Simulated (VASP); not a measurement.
# InO2 (P4_2/nnm) in VASP: further runs, part 2 of 2

VASP 6.6.1.

## (3) Single point, PBE

This run uses another cell than the first one, of 15.77 Å³/atom.

Input file INCAR:

```
ALGO = Normal
EDIFF = 1E-6
ENCUT = 520
GGA = PE
ISIF = 2
ISMEAR = 0
LASPH = T
LCHARG = T
LELF = T
LREAL = F
LVHAR = T
LWAVE = F
NBANDS = 34
NELM = 100
PREC = Accurate
SIGMA = 0.1
```

Input file KPOINTS:

```
k-points
0
Gamma
  10 10 6
```

Input file POSCAR:

```
InO2
1.0
    4.0227313141      0.0000000000      0.0000000000
    0.0000000000      4.0227313141      0.0000000000
    0.0000000000      0.0000000000      5.8467465387
In O
2 4
Direct
    0.5000000000      0.5000000000      0.0000000000
    0.0000000000      0.0000000000      0.5000000000
    0.7500000000      0.2500000000      0.2500000000
    0.2500000000      0.7500000000      0.2500000000
    0.2500000000      0.2500000000      0.7500000000
    0.7500000000      0.7500000000      0.7500000000
```

Potentials or basis: VASP PAW PBE potentials, release 64 (In_d, O).

Run with:

```console
$ cat potpaw_PBE.64/In_d/POTCAR potpaw_PBE.64/O/POTCAR > POTCAR
$ mpirun -np 1 vasp_std > vasp.out
```

OUTCAR:

```text
EDIFF = 1E-6
   ENCUT = 520
   GGA = PE
   ISIF = 2
   ISMEAR = 0
   LASPH = T
   LREAL = F
   NELM = 100
   PREC = Accurate

 ion  position               nearest neighbor table
   1  0.500  0.500  0.000-   3 2.04   4 2.04   5 2.04   6 2.04
   2  0.000  0.000  0.500-   3 2.04   4 2.04   5 2.04   6 2.04
   3  0.750  0.250  0.250-   1 2.04   2 2.04
   4  0.250  0.750  0.250-   1 2.04   2 2.04
   5  0.250  0.250  0.750-   1 2.04   2 2.04
   6  0.750  0.750  0.750-   1 2.04   2 2.04

  LATTYP: Found a simple tetragonal cell.
 ALAT       =     4.0227313141
 C/A-ratio  =     1.4534270579

  Lattice vectors:

 A1 = (   4.0227313141,   0.0000000000,   0.0000000000)
 A2 = (   0.0000000000,   4.0227313141,   0.0000000000)
 A3 = (   0.0000000000,   0.0000000000,   5.8467465387)

Analysis of symmetry for initial positions (statically):
=====================================================================
 Subroutine PRICEL returns:
 Original cell was already a primitive cell.

[... 181 lines left out ...]

 val. band max:        2.2203042890   @ k =   0.2000   0.1000   0.5000
 cond. band min:       2.2276288355   @ k =   0.2000   0.0000   0.1667
 fundamental gap:      0.0073245465
 Fermi energy:         2.2227891900

 k-point     1 :       0.0000    0.0000    0.0000
  band No.  band energies     occupation
      1     -14.9700      2.00000
      2     -14.5512      2.00000
      3     -14.2327      2.00000
      4     -14.2327      2.00000
      5     -10.5435      2.00000
      6     -10.5435      2.00000
[... 877 lines left out ...]
     33      13.7403      0.00000
     34      14.2991      0.00000

 [... further k-points ...]

------------------------ aborting loop because EDIFF is reached ----------------------------------------

  FORCE on cell =-STRESS in cart. coord.  units (eV):
  Direction    XX          YY          ZZ          XY          YZ          ZX
  --------------------------------------------------------------------------------------
  -------------------------------------------------------------------------------------
  Total        0.1180706      0.1180706      0.3444594      0.0000000      0.0000000      0.0000000
  in kB        1.9993826      1.9993826      5.8330039      0.0000000      0.0000000      0.0000000
  external PRESSURE =       3.2772564 kB  Pullay stress =       0.0000000 kB

 VOLUME and BASIS-vectors are now :
 -----------------------------------------------------------------------------
  energy-cutoff  :      520.00
  volume of cell :       94.61
      direct lattice vectors                 reciprocal lattice vectors
     4.022731314  0.000000000  0.000000000     0.248587321  0.000000000  0.000000000
     0.000000000  4.022731314  0.000000000     0.000000000  0.248587321  0.000000000
     0.000000000  0.000000000  5.846746539     0.000000000  0.000000000  0.171035292

 POSITION                                       TOTAL-FORCE (eV/Angst)
 -----------------------------------------------------------------------------------
      2.01137      2.01137      0.00000        -0.000000     -0.000000      0.000000
      0.00000      0.00000      2.92337        -0.000000      0.000000      0.000000
      3.01705      1.00568      1.46169        -0.000000     -0.000000     -0.000000
      1.00568      3.01705      1.46169        -0.000000      0.000000     -0.000000
      1.00568      1.00568      4.38506         0.000000     -0.000000      0.000000
      3.01705      3.01705      4.38506         0.000000      0.000000      0.000000
 -----------------------------------------------------------------------------------
    total drift:                                0.000000      0.000000     -0.000000

  FREE ENERGIE OF THE ION-ELECTRON SYSTEM (eV)
  ---------------------------------------------------
  free  energy   TOTEN  =       -28.0280764061 eV

  energy  without entropy=      -27.9858067985  energy(sigma->0) =      -28.00694160
```

OSZICAR:

```text
N       E                     dE             d eps       ncg     rms          rms(c)
DAV:   1     0.599294714369E+03    0.59929E+03   -0.24258E+04  5776   0.187E+03
DAV:   2     0.570631687591E+02   -0.54223E+03   -0.50692E+03  6298   0.493E+02
DAV:   3    -0.280633844804E+02   -0.85127E+02   -0.82441E+02  6486   0.197E+02
DAV:   4    -0.326105963136E+02   -0.45472E+01   -0.44246E+01  6740   0.487E+01
DAV:   5    -0.327716237306E+02   -0.16103E+00   -0.16083E+00  7012   0.932E+00    0.160E+01
DAV:   6    -0.280686078565E+02    0.47030E+01   -0.13963E+01  8686   0.489E+01    0.110E+01
DAV:   7    -0.280720067563E+02   -0.33989E-02   -0.12426E+00  5862   0.731E+00    0.293E+00
DAV:   8    -0.280367599974E+02    0.35247E-01   -0.77643E-02  7958   0.243E+00    0.147E+00
DAV:   9    -0.280268284517E+02    0.99315E-02   -0.25802E-02  8662   0.251E+00    0.205E-01
DAV:  10    -0.280277578807E+02   -0.92943E-03   -0.71054E-03  7574   0.821E-01    0.109E-01
DAV:  11    -0.280280853610E+02   -0.32748E-03   -0.47531E-04  7344   0.169E-01    0.416E-02
DAV:  12    -0.280280747170E+02    0.10644E-04   -0.77083E-05  8918   0.106E-01    0.105E-02
DAV:  13    -0.280280764645E+02   -0.17475E-05   -0.91470E-06  5918   0.196E-02    0.894E-03
DAV:  14    -0.280280764061E+02    0.58384E-07   -0.16190E-07  3202   0.389E-03
   1 F= -.28028076E+02 E0= -.28006942E+02  d E =-.422696E-01
```

stdout:

```text
POSCAR found type information on POSCAR InO
 POSCAR found :  2 types and       6 ions
 scaLAPACK will be used
 LDA part: xc-table for (Slater+PW92), standard interpolation
 POSCAR, INCAR and KPOINTS ok, starting setup
 FFT: planning ... GRIDC
 FFT: planning ... GRID_SOFT
 FFT: planning ... GRID
 WAVECAR not read
 entering main loop
```

It took 2.7 min on 1 thread of AMD EPYC 9R45 (Zen 5), shared host; peak memory 0.3 GiB.

What came out:

```
Free energy            : -28.0281 eV
Pressure               : 0.3 GPa
Band gap on the k mesh : zero (bands 25 and 26 overlap by 0.83 eV)
```

Stress tensor (GPa, compression positive):
```
0.20 0.00 0.00
0.00 0.20 0.00
0.00 0.00 0.58
```

Caveat: spin-orbit coupling is left out, which moves the levels of the heavy elements.

## (4) Relaxation of cell and atoms, PBE

This run uses another cell than the first one, of 15.76 Å³/atom.

Input file INCAR:

```
SYSTEM = InO2
ALGO = Normal
EDIFF = 1E-7
EDIFFG = -0.01
ENCUT = 600
GGA = PE
IBRION = 2
ISIF = 3
ISMEAR = 0
LASPH = .True.
LCHARG = .False.
LREAL = .False.
LWAVE = .False.
NELM = 60
NSW = 100
PREC = Accurate
SIGMA = 0.1
```

Input file KPOINTS:

```
k-points
0
Gamma
  10 10 6
  0 0 0
```

Changes to POSCAR since step 3:

```diff
@@ -2,5 +2,5 @@
 1.0
-    4.0227313141      0.0000000000      0.0000000000
-    0.0000000000      4.0227313141      0.0000000000
-    0.0000000000      0.0000000000      5.8467465387
+    4.0178292173      0.0000000000      0.0000000000
+    0.0000000000      4.0178292173      0.0000000000
+    0.0000000000      0.0000000000      5.8559074211
 In O
```

Run with:

```console
$ cat potpaw_PBE.64/In_d/POTCAR potpaw_PBE.64/O/POTCAR > POTCAR
$ mpirun -np 1 vasp_std > vasp.out
```

Run time: 7.3 min. Hardware: 1 thread of AMD EPYC 9R45 (Zen 5), shared host; peak memory 0.35 GiB.

Results (log left out):

```
Free energy                           : -28.0341 eV
Relaxed volume                        : 15.78 Å³/atom
Relaxed cell                          : a = 4.019 Å, b = 4.019 Å, c = 5.861 Å, α = 90.00°, β = 90.00°, γ = 90.00°
Space group after relaxing (to 0.1 Å) : P4_2/nnm (No. 134)
Energy gained by relaxing             : 0.0 meV/atom
Ionic steps                           : 3
Pressure after relaxing               : 0.0 GPa
Band gap on the k mesh                : zero (bands 25 and 26 overlap by 0.84 eV)
```

Step by step:
| step | energy change (eV) | largest force (eV/Å) | pressure (GPa) | volume (Å³) |
| --- | --- | --- | --- | --- |
| 1 | 0.0000 | 0.0000 | 0.19 | 94.53 |
| 2 | -0.0001 | 0.0000 | -0.15 | 94.79 |
| 3 | -0.0001 | 0.0000 | -0.01 | 94.69 |

Final structure:
```
In O
1.0
     4.01921    0.00000    0.00000
     0.00000    4.01921    0.00000
     0.00000    0.00000    5.86144
In O
2 4
Direct
  0.50000 0.50000 0.00000
  0.00000 0.00000 0.50000
  0.75000 0.25000 0.25000
  0.25000 0.75000 0.25000
  0.25000 0.25000 0.75000
  0.75000 0.75000 0.75000
```

Levels at points of the mesh, in eV from the Fermi level:
```tsv
k point	band 23	band 24	band 25	band 26	band 27	band 28
(0.00, 0.00, 0.00)	-0.12	-0.12	0.27	0.27	1.24	7.25
(0.50, 0.00, 0.00)	-0.84	-0.84	-0.53	-0.53	4.74	4.74
(0.50, 0.50, 0.00)	0.13	0.13	0.31	0.31	5.56	5.56
(0.00, 0.00, 0.50)	0.00	0.00	0.01	0.01	3.96	3.96
(0.50, 0.00, 0.50)	-0.77	-0.77	-0.46	-0.46	5.14	5.14
(0.50, 0.50, 0.50)	0.14	0.14	0.21	0.41	3.14	6.30
```

Caveat: spin-orbit coupling is left out, which moves the levels of the heavy elements.

## (5) Summary

| task | cell | k mesh | cutoff (eV) | gap on the mesh (eV) | pressure (GPa) | relaxed volume (Å³/atom) |
| --- | --- | --- | --- | --- | --- | --- |
| relaxation of cell and atoms | relaxed from a = 4.277, b = 4.277, c = 5.291 Å, 6 atoms | 4 × 4 × 4 | 600 | none | 0.2 | 15.76 |
| single point | a = 4.023, b = 4.023, c = 5.847 Å, 6 atoms | 10 × 10 × 6 | 520 | none | 0.3 | - |
| relaxation of cell and atoms | relaxed from a = 4.018, b = 4.018, c = 5.856 Å, 6 atoms | 10 × 10 × 6 | 600 | none | 0.0 | 15.78 |

Alike in all rows: level PBE; potentials or basis VASP PAW PBE potentials, release 64 (In_d, O); no spin polarisation; smearing gaussian 0.1 eV.

Caveats: some runs use coarse meshes; spin-orbit coupling is left out, which moves the levels of the heavy elements.

Total energies depend on the potentials used, so only differences within one code and one set of settings carry meaning.

The gap in the log of VASP goes by the Fermi energy; the results here count the filled bands.